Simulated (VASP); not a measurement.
# Ag (Im-3m) in VASP: further runs, part 2 of 2

VASP 6.6.1. The steps go on from the part before.

### 6 Single point, PBEsol (volume scaled by 1.04)

Input file INCAR:

```
SYSTEM = Ag
  PREC = Accurate
  ENCUT = 520
  EDIFF = 1E-6
  ISMEAR = -1
  SIGMA = 0.1
  LREAL = .FALSE.
  LASPH = .TRUE.
  NELM = 80
  ALGO = Normal
  ISIF = 2
  LWAVE = .FALSE.
  LCHARG = .FALSE.
  GGA = PS
  NBANDS = 12
```

Input file KPOINTS:

```
regular mesh
0
G
  15 15 15
  0 0 0
```

Input file POSCAR:

```
Ag
1.0
   -1.6340619766      1.6340619766      1.6340619766
    1.6340619766     -1.6340619766      1.6340619766
    1.6340619766      1.6340619766     -1.6340619766
Ag
1
Direct
    0.0000000000      0.0000000000      0.0000000000
```

Potentials or basis: VASP PAW PBE potentials, release 64 (Ag).

Started as:

```bash
> cat potpaw_PBE.64/Ag/POTCAR > POTCAR
> mpirun -np 1 vasp_std > vasp.out
```

OUTCAR:

```text
SYSTEM = Ag
   PREC = Accurate
   ENCUT = 520
   EDIFF = 1E-6
   ISMEAR = -1
   LREAL = .FALSE.
   LASPH = .TRUE.
   NELM = 80
   ISIF = 2
   GGA = PS

 ion  position               nearest neighbor table
   1  0.000  0.000  0.000-

  LATTYP: Found a body centered cubic cell.
 ALAT       =     3.2681239532

  Lattice vectors:

 A1 = (  -1.6340619766,   1.6340619766,   1.6340619766)
 A2 = (   1.6340619766,  -1.6340619766,   1.6340619766)
 A3 = (   1.6340619766,   1.6340619766,  -1.6340619766)

Analysis of symmetry for initial positions (statically):
=====================================================================
 Subroutine PRICEL returns:
 Original cell was already a primitive cell.

 Routine SETGRP: Setting up the symmetry group for a
 body centered cubic supercell.

 Subroutine GETGRP returns: Found 48 space group operations
 (whereof 48 operations were pure point group operations)
 out of a pool of 48 trial point group operations.

The static configuration has the point symmetry O_h .

Analysis of symmetry for dynamics (positions and initial velocities):
=====================================================================
 Subroutine PRICEL returns:
 Original cell was already a primitive cell.

 Routine SETGRP: Setting up the symmetry group for a
 body centered cubic supercell.

 Subroutine GETGRP returns: Found 48 space group operations
 (whereof 48 operations were pure point group operations)
 out of a pool of 48 trial point group operations.

The dynamic configuration has the point symmetry O_h .

 Subroutine INISYM returns: Found 48 space group operations
 (whereof 48 operations are pure point group operations),
 and found     1 'primitive' translations

----------------------------------------------------------------------------------------

[... 109 lines left out ...]
     AMIX     =   0.40;   BMIX     =  1.00
     AMIX_MAG =   1.60;   BMIX_MAG =  1.00
  volume/ion in A,a.u.               =      17.45       117.78
  Fermi-wavevector in a.u.,A,eV,Ry     =   1.403623  2.652463 26.805628  1.970158
  Thomas-Fermi vector in A             =   2.526267
   LORBIT       =      0    0 simple, 1 ext, 2 COOP (PROOUT), +10 PAW based schemes
   GGA     = PS    functional components
   LHFCALC =     F    Hartree Fock is set to
   AEXX    =    0.0000 exact exchange contribution
   IVDW    =     0    specifies the selected vdW correction
   LEPSILON=     F    determine dielectric tensor
   LRPA    =     F    only Hartree local field effects (RPA)
 non-spin polarized calculation
  energy-cutoff  :      520.00
  volume of cell :       17.45
 maximum number of plane-waves:       479
 NGX is ok and might be reduce to    24
   NGX = 11   NGY = 11   NGZ = 11

 number of electron      11.0000003 magnetization

 Free energy of the ion-electron system (eV)
  ---------------------------------------------------
  ext. energy  EPLUGINS =         0.00000000
  ---------------------------------------------------
  free energy    TOTEN  =        -3.27105397 eV

  energy without entropy =       -3.26186302  energy(sigma->0) =       -3.26645849

 E-fermi :   7.9073     XC(G=0): -12.2732

 val. band max:        7.8767601074   @ k =  -0.2667   0.4667   0.0667
 cond. band min:       7.9540419147   @ k =  -0.3333   0.4000   0.2000
 fundamental gap:      0.0772818073
 Fermi energy:         7.9072564482

 k-point     1 :       0.0000    0.0000    0.0000
  band No.  band energies     occupation
      1       0.2604      2.00000
      2       3.1115      2.00000
      3       3.1115      2.00000
      4       3.1115      2.00000
      5       4.4106      2.00000
      6       4.4106      2.00000
      7      25.7747      0.00000
      8      25.7747      0.00000
      9      25.7747      0.00000
     10      31.7249      0.00000
     11      31.7250      0.00000
     12      31.7271      0.00000
[... 331 lines left out ...]
 k-point    24 :       0.4000    0.2000   -0.0000
  band No.  band energies     occupation
      1       2.1043      2.00000
      2       2.5803      2.00000
      3       3.7863      2.00000
      4       4.3488      2.00000
      5       4.7880      2.00000
      6      10.0695      0.00000
      7      12.1611      0.00000
      8      16.9085      0.00000
      9      21.8888      0.00000
     10      28.2128      0.00000
     11      30.6825      0.00000
     12      33.7967      0.00000

 [... further k-points ...]
[... 5 lines left out ...]
  --------------------------------------------------------------------------------------
  -------------------------------------------------------------------------------------
  Total       -0.4704075     -0.4704075     -0.4704075     -0.0000000     -0.0000000      0.0000000
  in kB      -43.1836367    -43.1836367    -43.1836367     -0.0000000     -0.0000000      0.0000000
  external PRESSURE =     -43.1836367 kB  Pullay stress =       0.0000000 kB

 VOLUME and BASIS-vectors are now :
 -----------------------------------------------------------------------------
  energy-cutoff  :      520.00
  volume of cell :       17.45
      direct lattice vectors                 reciprocal lattice vectors
    -1.634061977  1.634061977  1.634061977     0.000000000  0.305985946  0.305985946
     1.634061977 -1.634061977  1.634061977     0.305985946  0.000000000  0.305985946
     1.634061977  1.634061977 -1.634061977     0.305985946  0.305985946  0.000000000

 POSITION                                       TOTAL-FORCE (eV/Angst)
 -----------------------------------------------------------------------------------
      0.00000      0.00000      0.00000         0.000000      0.000000      0.000000
 -----------------------------------------------------------------------------------
    total drift:                                0.000000      0.000000     -0.000000

  FREE ENERGIE OF THE ION-ELECTRON SYSTEM (eV)
  ---------------------------------------------------
  free  energy   TOTEN  =        -3.2710539695 eV

  energy  without entropy=       -3.2618630199  energy(sigma->0) =       -3.26645849
```

OSZICAR:

```text
N       E                     dE             d eps       ncg     rms          rms(c)
DAV:   1     0.516104546871E+02    0.51610E+02   -0.54218E+03  2888   0.824E+02
DAV:   2    -0.277223348680E+01   -0.54383E+02   -0.51197E+02  3348   0.193E+02
DAV:   3    -0.360908762137E+01   -0.83685E+00   -0.83636E+00  3344   0.255E+01
DAV:   4    -0.361149814288E+01   -0.24105E-02   -0.24104E-02  3296   0.143E+00
DAV:   5    -0.361151640749E+01   -0.18265E-04   -0.18265E-04  3256   0.113E-01    0.522E+00
DAV:   6    -0.328346107703E+01    0.32806E+00   -0.13762E+00  3136   0.103E+01    0.318E+00
DAV:   7    -0.327482865199E+01    0.86324E-02   -0.81833E-03  3280   0.859E-01    0.183E+00
DAV:   8    -0.327104387426E+01    0.37848E-02   -0.73662E-04  3248   0.189E-01    0.821E-02
DAV:   9    -0.327105194484E+01   -0.80706E-05   -0.96599E-06  3204   0.234E-02    0.164E-02
DAV:  10    -0.327105412543E+01   -0.21806E-05   -0.23253E-06  3296   0.131E-02    0.307E-03
DAV:  11    -0.327105396950E+01    0.15593E-06   -0.63411E-08  1636   0.207E-03
   1 F= -.32710540E+01 E0= -.32664585E+01  d E =-.919095E-02
```

Wall time 8.9 s (1 thread of Intel Xeon 6975P-C (Granite Rapids), shared host); peak memory 0.15 GiB.

Results:

```yaml
Free_energy: -3.2711 eV
Pressure: -4.3 GPa
```

Caveat: the PAW data sets were made with another functional, which shifts forces and pressure a little.

### 7 The runs side by side

```tsv
cell	gap on the mesh (eV)	pressure (GPa)
a = 2.677 Å, angles 109.5°, 1 atom	none	20.6
a = 2.717 Å, angles 109.5°, 1 atom	none	11.7
a = 2.756 Å, angles 109.5°, 1 atom	none	4.9
a = 2.794 Å, angles 109.5°, 1 atom	none	-0.3
a = 2.830 Å, angles 109.5°, 1 atom	none	-4.3
```

Alike in all rows: task single point; level PBEsol; potentials or basis VASP PAW PBE potentials, release 64 (Ag); no spin polarisation; k mesh 15 × 15 × 15; cutoff (eV) 520; smearing fermi-dirac 0.1 eV.

Caveats: the PAW data sets were made with another functional, which shifts forces and pressure a little.

Absolute energies hang on the potentials; compare differences alone.
